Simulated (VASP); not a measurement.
# GaSi62 (a cell with a defect) in VASP: notebook

GaSi62 (a cell with a defect) is run at these levels: PBE; tasks: single point.

Everything below comes from runs of VASP 6.6.1. Logs are shortened: lines on timing, memory, paths and dates and some standing lists are left out, and cuts for length are marked.

**1. The cell of the first run**

The cell holds a defect, 63 atoms: a = 10.860 Å, b = 10.860 Å, c = 10.860 Å, α = 90.00°, β = 90.00°, γ = 90.00°.

**2. Single point, PBE, collinear spin, zero start**

The input, INCAR:

```
PREC = Accurate
ENCUT = 520
EDIFF = 1E-7
ISMEAR = -1
SIGMA = 0.05
LREAL = Auto
LASPH = True
NELM = 150
ALGO = Normal
ISIF = 2
LWAVE = False
LCHARG = True
ISPIN = 2
MAGMOM = 0 0 0 0 0 0 0 0 0 0 0 0 0 0 0 0 0 0 0 0 0 0 0 0 0 0 0 0 0 0 0 0 0 0 0 0 0 0 0 0 0 0 0 0 0 0 0 0 0 0 0 0 0 0 0 0 0 0 0 0 0 0 0
LORBIT = 11
GGA = PE
LELF = True
LVHAR = True
NBANDS = 172
```

The input, KPOINTS:

```
Automatic mesh
0
Gamma
  1 1 1
```

The input, POSCAR:

```
GaSi62
1.0
   10.8600000000      0.0000000000      0.0000000000
    0.0000000000     10.8600000000      0.0000000000
    0.0000000000      0.0000000000     10.8600000000
Si Ga
62 1
Direct
    0.4990896869      0.0004369245      0.0011699816
    0.6257294659      0.1238063536      0.1269128913
    0.7486683241      0.2508113260      0.0011494475
    0.8752755985      0.3750422652      0.1243786372
    0.7511275322     -0.0016626151      0.2521790055
    0.8775050645      0.1182212707      0.3809885820
   -0.0011920810      0.0000802947     -0.0012307551
    0.1263982505      0.1250621547      0.1242281768
    0.2486671271      0.2520218232     -0.0015018416
    0.3748663904      0.3746501842      0.1246861878
    0.4972231123      0.5010335175     -0.0015562615
    0.6243825046      0.6231089319      0.1241941068
    0.7495569061      0.7506286372     -0.0012099448
    0.8749341621      0.8746562615      0.1246437385
    0.2513682320      0.0006248619      0.2486860958
    0.3770281768      0.1238534070      0.3755691529
    0.4998964088      0.2495843462      0.2497511971
    0.6258389503      0.3722418969      0.3756202578
    0.7488112339      0.4981837937      0.2488628913
    0.8741569982      0.6232838858      0.3732662063
    0.5022708103     -0.0016277164      0.5009932781
    0.6309325046      0.1183849908      0.6274127072
    0.7511811234      0.2468841621      0.5010835175
    0.8748559853      0.3746102210      0.6246563536
    0.7576378453     -0.0079923573      0.7550244936
    0.8741718232      0.1262896869      0.8764172192
   -0.0026466851      0.5047722836     -0.0056733886
    0.1232074586      0.6262593923      0.1219786372
    0.2436639963      0.7524084715     -0.0063678637
    0.3740741252      0.8741663904      0.1238616943
   -0.0004141805      0.2479819521      0.2513529466
    0.1262910681      0.3753703499      0.3740863720
    0.2486531308      0.5010114180      0.2471197053
    0.3743823204      0.6229688766      0.3744065378
    0.5010988950      0.7497190608      0.2510774401
    0.6308163904      0.8721018416      0.3807174954
    0.0055372928     -0.0079733886      0.5074184162
    0.1266928177      0.1264159300      0.6240617864
    0.2512980663      0.2509115101      0.4985579190
    0.3743121547      0.3753167587      0.6251817680
    0.4991564457      0.4981178637      0.4987771639
    0.6234337017      0.6233168508      0.6241197974
    0.7576209024      0.7448233886      0.5075361878
    0.2489277164      0.0000991713      0.7487116022
    0.3744413444      0.1249282689      0.8764019337
    0.5012270718      0.2481270718      0.7495679558
    0.6242104972      0.3753489871      0.8761363720
    0.7494764273      0.5005290976      0.7485789134
    0.8744723757      0.6325308471      0.8666240331
   -0.0003372007      0.7498705341      0.2494091160
    0.1265549724      0.8752517495      0.3730583794
   -0.0013085635      0.5006079190      0.4993020258
    0.1159139042      0.6333646409      0.6244541436
    0.2488627072      0.7506231123      0.4993713628
    0.3747411602      0.8746527624      0.6247486188
   -0.0004521179      0.2498299263      0.7494056169
    0.1233013812      0.3769885820      0.8730848987
    0.2439913444      0.5052436464      0.7470754144
    0.3719614180      0.6262892265      0.8730691529
    0.4994740331      0.7498564457      0.7495279006
    0.6234661142      0.8751696133      0.8761351750
    0.1154416206      0.8749845304      0.8653213628
    0.9065280847      0.8450203499      0.6559757827
```

Potentials or basis: VASP PAW PBE potentials, release 64 (Si, Ga_d).

Command:

```console
$ cat potpaw_PBE.64/Si/POTCAR potpaw_PBE.64/Ga_d/POTCAR > POTCAR
$ mpirun -np 1 vasp_gam > vasp.out
```

OUTCAR:

```text
PREC = Accurate
   ENCUT = 520
   EDIFF = 1E-7
   ISMEAR = -1
   LREAL = Auto
   LASPH = True
   NELM = 150
   ISIF = 2
   ISPIN = 2
   LORBIT = 11
   GGA = PE

 ion  position               nearest neighbor table
   1  0.499  0.000  0.001-  45 2.34  30 2.35  61 2.35   2 2.36
   2  0.626  0.124  0.127-  17 2.35   3 2.36   1 2.36   5 2.36
   3  0.749  0.251  0.001-  47 2.35   4 2.35  26 2.35   2 2.36
   4  0.875  0.375  0.124-   3 2.35  19 2.35  31 2.37  27 2.40
   5  0.751  0.998  0.252-  14 2.35  36 2.35   6 2.35   2 2.36
   6  0.878  0.118  0.381-  23 2.35   5 2.35  37 2.39  31 2.39
[... 43 lines left out ...]
  50  1.000  0.750  0.249-  14 2.35  28 2.35  51 2.36  20 2.36
  51  0.127  0.875  0.373-  37 2.34  54 2.34  15 2.35  50 2.36
  52  0.999  0.501  0.499-  20 2.34  24 2.35  53 2.36  32 2.37
  53  0.116  0.633  0.624-  52 2.36  54 2.36  58 2.38
  54  0.249  0.751  0.499-  51 2.34  55 2.35  53 2.36  34 2.37
  55  0.375  0.875  0.625-  60 2.35  21 2.35  44 2.35  54 2.35
  56  1.000  0.250  0.749-  24 2.35  57 2.35  38 2.36  26 2.36
  57  0.123  0.377  0.873-  56 2.35  27 2.35  58 2.35   9 2.36
  58  0.244  0.505  0.747-  57 2.35  59 2.35  53 2.38  40 2.40
  59  0.372  0.626  0.873-  60 2.35  29 2.35  58 2.35  11 2.36
  60  0.499  0.750  0.750-  55 2.35  59 2.35  42 2.36  61 2.36
  61  0.623  0.875  0.876-  25 2.34  13 2.34   1 2.35  60 2.36
  62  0.115  0.875  0.865-   7 2.36  44 2.36  29 2.38
  63  0.907  0.845  0.656-  37 2.51  25 2.51  43 2.53

  LATTYP: Found a simple cubic cell.
 ALAT       =    10.8600000000

  Lattice vectors:

 A1 = (  10.8600000000,   0.0000000000,   0.0000000000)
 A2 = (   0.0000000000,  10.8600000000,   0.0000000000)
 A3 = (   0.0000000000,   0.0000000000,  10.8600000000)

Analysis of symmetry for initial positions (statically):
=====================================================================
 Subroutine PRICEL returns:
 Original cell was already a primitive cell.

 Routine SETGRP: Setting up the symmetry group for a
 simple cubic supercell.

 Subroutine GETGRP returns: Found  1 space group operations
 (whereof  1 operations were pure point group operations)
 out of a pool of 48 trial point group operations.

The static configuration has the point symmetry C_1 .

Analysis of symmetry for dynamics (positions and initial velocities):
=====================================================================
 Subroutine PRICEL returns:
 Original cell was already a primitive cell.

 Routine SETGRP: Setting up the symmetry group for a
 simple cubic supercell.

 Subroutine GETGRP returns: Found  1 space group operations
 (whereof  1 operations were pure point group operations)
 out of a pool of 48 trial point group operations.

The dynamic configuration has the point symmetry C_1 .

Analysis of structural, dynamic, and magnetic symmetry:
=====================================================================
 Subroutine PRICEL returns:
 Original cell was already a primitive cell.

 Routine SETGRP: Setting up the symmetry group for a
 simple cubic supercell.

 Subroutine GETGRP returns: Found  1 space group operations
 (whereof  1 operations were pure point group operations)
 out of a pool of 48 trial point group operations.

The overall configuration has the point symmetry C_1 .

 Subroutine INISYM returns: Found  1 space group operations
 (whereof  1 operations are pure point group operations),
 and found     1 'primitive' translations

----------------------------------------------------------------------------------------

                                     Primitive cell

  volume of cell :    1280.8241

  direct lattice vectors                    reciprocal lattice vectors
    10.860000000  0.000000000  0.000000000     0.092081031  0.000000000  0.000000000
     0.000000000 10.860000000  0.000000000     0.000000000  0.092081031  0.000000000
     0.000000000  0.000000000 10.860000000     0.000000000  0.000000000  0.092081031

  length of vectors
    10.860000000 10.860000000 10.860000000     0.092081031  0.092081031  0.092081031

  position of ions in fractional coordinates (direct lattice)
     0.499089687  0.000436925  0.001169982
[... 176 lines left out ...]
   EDIFF  = 0.1E-06   stopping-criterion for ELM
   LREAL  =      T    real-space projection
   EDIFFG = 0.1E-05   stopping-criterion for IOM
   NSW    =      0    number of steps for IOM
   IBRION =     -1    ionic relax: 0-MD 1-quasi-New 2-CG
   NFREE  =      0    steps in history (QN), initial steepest desc. (CG)
   ISIF   =      2    stress and relaxation
   ISYM   =      2    0-nonsym 1-usesym 2-fastsym
   POTIM  = 0.5000    time-step for ionic-motion
   TEBEG  =    0.0;   TEEND  =   0.0 temperature during run
   PSTRESS=    0.0 pullay stress
   NELECT =     261.0000    total number of electrons
   NUPDOWN=      -1.0000    fix difference up-down
   EMIN   =  10.00;   EMAX   =-10.00  energy-range for DOS
   EFERMI =   0.00;   METHOD = LEGACY
   ISMEAR =    -1;   SIGMA  =   0.05  broadening in eV -4-tet -1-fermi 0-gaus
   EFERMI_NEDOS =   21; number of points for ismear=-14 and -15
   IALGO  =     38    algorithm
   IMIX   =      4    mixing-type and parameters
     AMIX     =   0.40;   BMIX     =  1.00
     AMIX_MAG =   1.60;   BMIX_MAG =  1.00
  volume/ion in A,a.u.               =      20.33       137.20
  Fermi-wavevector in a.u.,A,eV,Ry     =   0.963367  1.820500 12.627245  0.928076
  Thomas-Fermi vector in A             =   2.092906
   LORBIT       =     11    0 simple, 1 ext, 2 COOP (PROOUT), +10 PAW based schemes
   GGA     = PE    functional components
   LHFCALC =     F    Hartree Fock is set to
   AEXX    =    0.0000 exact exchange contribution
   IVDW    =     0    specifies the selected vdW correction
   LEPSILON=     F    determine dielectric tensor
   LRPA    =     F    only Hartree local field effects (RPA)
 spin polarized calculation
  energy-cutoff  :      520.00
  volume of cell :     1280.82
 maximum number of plane-waves:     17229
 NGX is ok and might be reduce to    84
   NGX = 41   NGY = 41   NGZ = 41

 number of electron     261.0000000 magnetization       0.0000000

 number of electron     260.9999987 magnetization      -0.0002417

 Free energy of the ion-electron system (eV)
  ---------------------------------------------------
  ext. energy  EPLUGINS =         0.00000000
  ---------------------------------------------------
  free energy    TOTEN  =      -330.18463182 eV

  energy without entropy =     -330.04753249  energy(sigma->0) =     -330.11608215

 E-fermi :   6.2314     XC(G=0):  -9.3567

 val. band max:        5.4891132663   @ k =   0.0000   0.0000   0.0000
 cond. band min:       6.2926368428   @ k =   0.0000   0.0000   0.0000
 fundamental gap:      0.8035235765
 Fermi energy:         6.2313967733

 spin component 1

 k-point     1 :       0.0000    0.0000    0.0000
  band No.  band energies     occupation
      1      -8.8620      1.00000
      2      -8.8603      1.00000
      3      -8.8369      1.00000
      4      -8.7909      1.00000
      5      -8.7897      1.00000
      6      -6.2078      1.00000
[... 134 lines left out ...]
    141       6.8870      0.00000
    142       6.9090      0.00000
 Fermi energy:         6.2313967733

 spin component 2

 k-point     1 :       0.0000    0.0000    0.0000
  band No.  band energies     occupation
      1      -8.8620      1.00000
      2      -8.8603      1.00000
      3      -8.8369      1.00000
      4      -8.7909      1.00000
      5      -8.7897      1.00000
      6      -6.2078      1.00000
[... 134 lines left out ...]
    141       6.8870      0.00000
    142       6.9090      0.00000
 [bands above 142 left out]

------------------------ aborting loop because EDIFF is reached ----------------------------------------

  FORCE on cell =-STRESS in cart. coord.  units (eV):
  Direction    XX          YY          ZZ          XY          YZ          ZX
  --------------------------------------------------------------------------------------
  -------------------------------------------------------------------------------------
  Total       13.1140715     13.2947854     13.1787411      2.9658629      2.7747146     -3.1814299
  in kB       16.4043359     16.6303901     16.4852308      3.7099852      3.4708786     -3.9796371
  external PRESSURE =      16.5066523 kB  Pullay stress =       0.0000000 kB

 VOLUME and BASIS-vectors are now :
 -----------------------------------------------------------------------------
  energy-cutoff  :      520.00
  volume of cell :     1280.82
      direct lattice vectors                 reciprocal lattice vectors
    10.860000000  0.000000000  0.000000000     0.092081031  0.000000000  0.000000000
     0.000000000 10.860000000  0.000000000     0.000000000  0.092081031  0.000000000
     0.000000000  0.000000000 10.860000000     0.000000000  0.000000000  0.092081031

 POSITION                                       TOTAL-FORCE (eV/Angst)
 -----------------------------------------------------------------------------------
      5.42011      0.00475      0.01271        -0.000570     -0.002462     -0.001368
      6.79542      1.34454      1.37827         0.003235     -0.002211     -0.000788
      8.13054      2.72381      0.01248         0.011017     -0.003318     -0.001373
      9.50549      4.07296      1.35075        -0.011098     -0.001275      0.005001
      8.15724     10.84194      2.73866         0.008177     -0.009475      0.008561
      9.52971      1.28388      4.13754        -0.017960      0.014878     -0.010932
[... 55 lines left out ...]
      1.25370      9.50233      9.39739        -0.002210     -0.016717     -0.003588
      9.84489      9.17692      7.12390        -0.092050      0.028866     -0.094648
 -----------------------------------------------------------------------------------
    total drift:                                0.006611      0.002276      0.006100

  FREE ENERGIE OF THE ION-ELECTRON SYSTEM (eV)
  ---------------------------------------------------
  free  energy   TOTEN  =      -330.1846318192 eV

  energy  without entropy=     -330.0475324872  energy(sigma->0) =     -330.11608215

 total charge

# of ion       s       p       d       tot
------------------------------------------
    1        0.740   0.959   0.000   1.699
    2        0.740   0.954   0.000   1.694
    3        0.740   0.959   0.000   1.699
    4        0.746   0.939   0.000   1.684
    5        0.739   0.957   0.000   1.696
    6        0.744   0.933   0.000   1.677
[... 55 lines left out ...]
   62        0.783   0.852   0.000   1.635
   63        0.897   0.696   9.951  11.544
--------------------------------------------------
tot         47.023  59.288   9.951 116.262

 magnetization (x)

# of ion       s       p       d       tot
------------------------------------------
    1        0.000  -0.000   0.000  -0.000
    2       -0.000  -0.000   0.000  -0.000
    3       -0.000  -0.000   0.000  -0.000
    4       -0.000  -0.000   0.000  -0.000
    5       -0.000  -0.000   0.000  -0.000
    6       -0.000  -0.000   0.000  -0.000
[... 55 lines left out ...]
   62       -0.000  -0.000   0.000  -0.000
   63        0.000   0.000  -0.000   0.000
--------------------------------------------------
tot         -0.000  -0.000  -0.000  -0.000
```

Wall time 19 min (1 thread of Intel Xeon Platinum 8259CL at 2.50GHz (Skylake/Cascade Lake), shared host); peak memory 1.4 GiB.

What came out:

| Property | Result |
| --- | --- |
| Free energy | -330.1846 eV |
| Pressure | 1.7 GPa |
| Largest force | 0.135 eV/Å |
| Band gap on the k mesh | 0.80 eV |
| Net moment | 0.00 μB per cell |
| Valence electrons inside the program's atomic spheres | Si 1.70, 1.69, 1.68, 1.67, 1.64 (each value once); Ga 11.54 |

Forces in eV/Å, atoms in the order of the input:
```
Si  -0.001 -0.002 -0.001
Si   0.003 -0.002 -0.001
Si   0.011 -0.003 -0.001
Si  -0.011 -0.001  0.005
Si   0.008 -0.009  0.009
Si  -0.018  0.015 -0.011
Si  -0.006  0.011  0.009
Si  -0.002 -0.006 -0.003
Si   0.001 -0.003  0.001
Si  -0.005  0.011 -0.002
Si   0.002 -0.001 -0.003
Si   0.007  0.002 -0.004
Si  -0.012  0.000  0.012
Si  -0.001  0.002  0.006
Si   0.001 -0.005  0.002
Si  -0.002 -0.002  0.005
Si   0.009 -0.013  0.007
Si   0.000  0.005  0.003
Si   0.010  0.004  0.000
Si  -0.003 -0.008  0.001
Si   0.009 -0.008  0.007
Si  -0.012  0.015 -0.022
Si   0.006 -0.005  0.004
Si   0.000  0.000  0.002
Si  -0.016  0.015  0.022
Si  -0.003  0.007  0.008
Si   0.016 -0.009  0.012
Si   0.002  0.002  0.002
Si   0.012 -0.013  0.009
Si   0.004 -0.003  0.005
Si   0.012 -0.006  0.004
Si  -0.002  0.000  0.011
Si  -0.003 -0.002  0.003
Si  -0.004  0.005  0.006
Si   0.009 -0.005  0.008
Si  -0.010  0.011 -0.010
Si   0.017  0.017 -0.020
Si   0.005  0.003 -0.003
Si   0.003 -0.002  0.009
Si   0.004 -0.004 -0.007
Si  -0.003  0.005  0.009
Si   0.001 -0.010 -0.002
Si   0.012 -0.001  0.009
Si   0.010  0.009 -0.006
Si  -0.005 -0.006 -0.003
Si   0.008 -0.008  0.009
Si   0.011  0.000  0.000
Si  -0.014 -0.011 -0.002
Si   0.017  0.009 -0.005
Si  -0.010  0.004 -0.006
Si   0.008 -0.007  0.001
Si  -0.002 -0.010 -0.012
Si   0.005  0.003  0.018
Si   0.011  0.002 -0.009
Si   0.005  0.001  0.001
Si  -0.001  0.003 -0.001
Si  -0.003  0.006 -0.003
Si   0.013 -0.009  0.012
Si   0.001  0.001  0.001
Si  -0.004  0.003 -0.010
Si  -0.006 -0.006  0.014
Si  -0.002 -0.017 -0.004
Ga  -0.092  0.029 -0.095
```

Levels at points of the mesh, in eV from the valence-band top:
Spin up:
| k point | band 126 | band 127 | band 128 | band 129 | band 130 | band 131 | band 132 | band 133 | band 134 | band 135 |
| --- | --- | --- | --- | --- | --- | --- | --- | --- | --- | --- |
| (0.00, 0.00, 0.00) | -0.53 | -0.52 | -0.12 | -0.12 | 0.00 | 0.80 | 0.81 | 0.94 | 0.94 | 0.97 |
Spin down:
| k point | band 127 | band 128 | band 129 | band 130 | band 131 | band 132 | band 133 | band 134 |
| --- | --- | --- | --- | --- | --- | --- | --- | --- |
| (0.00, 0.00, 0.00) | -0.52 | -0.12 | -0.12 | 0.00 | 0.80 | 0.81 | 0.94 | 0.94 |

Caveat: the k points lie up to 0.58 Å⁻¹ apart.

[end of part 1 of 2]
